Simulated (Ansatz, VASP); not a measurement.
TiO2: VASP beside Ansatz

Contents of INCAR:

```
SYSTEM = TiO2
ALGO     = Normal         ! electronic algorithm
EDIFF    = 1E-6           ! SCF threshold, eV
ENCUT    = 520            ! plane-wave cutoff, eV
GGA      = PE             ! functional
ISIF     = 2              ! what is computed and relaxed
ISMEAR   = 0              ! smearing method
LASPH    = .True.         ! aspherical terms in the spheres
LCHARG   = .True.         ! write CHGCAR
LELF     = .True.         ! ELF
LREAL    = .False.        ! projectors in reciprocal space
LVHAR    = .True.       
LWAVE    = .False.        ! write WAVECAR
NBANDS   = 60             ! bands
NELM     = 60             ! most SCF steps
PREC     = Accurate       ! precision mode
SIGMA    = 0.02           ! smearing width, eV
```

Contents of KPOINTS:

```
k-points
0
Gamma
  8 8 8
  0 0 0
```

Contents of POSCAR:

```
TiO2
1.0
   -4.3507577183      4.3507577183      1.8875555959
    4.3507577183     -4.3507577183      1.8875555959
    4.3507577183      4.3507577183     -1.8875555959
Ti O
4 8
Direct
    0.2922817000      0.0028552500      0.2951369500
    0.0028552500      0.7077183000      0.7105735400
    0.9971447500      0.2922817000      0.2894264600
    0.7077183000      0.9971447500      0.7048630500
    0.4988638200      0.1507847200      0.6496485400
    0.1616620100      0.8403974000      0.0020594200
    0.1507847100      0.5011361800      0.6519208900
    0.1596025900      0.1616620100      0.3212646100
    0.8403974000      0.8383379900      0.6787353900
    0.8492152800      0.4988638200      0.3480791100
    0.8383379900      0.1596025900      0.9979405800
    0.5011361800      0.8492152900      0.3503514600
```

Input for Ansatz:

```yaml
crystal:
  lattice:
    - [-4.3507577183, 4.3507577183, 1.8875555959]
    - [4.3507577183, -4.3507577183, 1.8875555959]
    - [4.3507577183, 4.3507577183, -1.8875555959]
  atoms:
    - { symbol: Ti, position: [0.2922817, 0.00285525, 0.29513695] }
    - { symbol: Ti, position: [0.00285525, 0.7077183, 0.71057354] }
    - { symbol: Ti, position: [0.99714475, 0.2922817, 0.28942646] }
    - { symbol: Ti, position: [0.7077183, 0.99714475, 0.70486305] }
    - { symbol: O, position: [0.49886382, 0.15078472, 0.64964854] }
    - { symbol: O, position: [0.16166201, 0.8403974, 0.00205942] }
    - { symbol: O, position: [0.15078471, 0.50113618, 0.65192089] }
    - { symbol: O, position: [0.15960259, 0.16166201, 0.32126461] }
    - { symbol: O, position: [0.8403974, 0.83833799, 0.67873539] }
    - { symbol: O, position: [0.84921528, 0.49886382, 0.34807911] }
    - { symbol: O, position: [0.83833799, 0.15960259, 0.99794058] }
    - { symbol: O, position: [0.50113618, 0.84921529, 0.35035146] }
basis:
  ecutwfc: 420
kpoints:
  mp_grid: { grid: [8, 8, 8] }
hamiltonian:
  xc: pbe
scf:
  occupations: { method: gaussian, width: 0.02 }
output:
  forces: true
  stress: true
  eigenvalues: true
  populations: true
  write_density: true
  write_potential: true
  elf: true
  volumetric_format: npy
```

Alike in both runs: task single point; functional PBE; k mesh 8 × 8 × 8; occupations gaussian, width 0.02 eV; no spin polarisation.

```csv
,VASP,Ansatz
version,VASP 6.6.1,Ansatz 0.2.0
potentials or method,"VASP PAW PBE potentials, release 64 (Ti_sv, O), cutoff 520 eV","scalar-relativistic, plane waves, PAW"
valence electrons in the cell,96,96
```

|  | VASP | Ansatz | Ansatz less VASP |
| --- | --- | --- | --- |
| gap on the k mesh at the Fermi level (eV) | 1.62 | 1.64 | +0.020 |
| least direct gap on the mesh (eV) | 2.31 | 2.33 | +0.019 |
| pressure (GPa) | 3.8 | 3.2 | -0.63 |
| traceless stress, the component that is largest in VASP (GPa) | 0.13 | 0.24 | +0.115 |
| rms of the force components (eV/Å) | 0.049 | 0.074 | +0.0246 |

Atom by atom the forces differ by 0.028 eV/Å (rms over components).
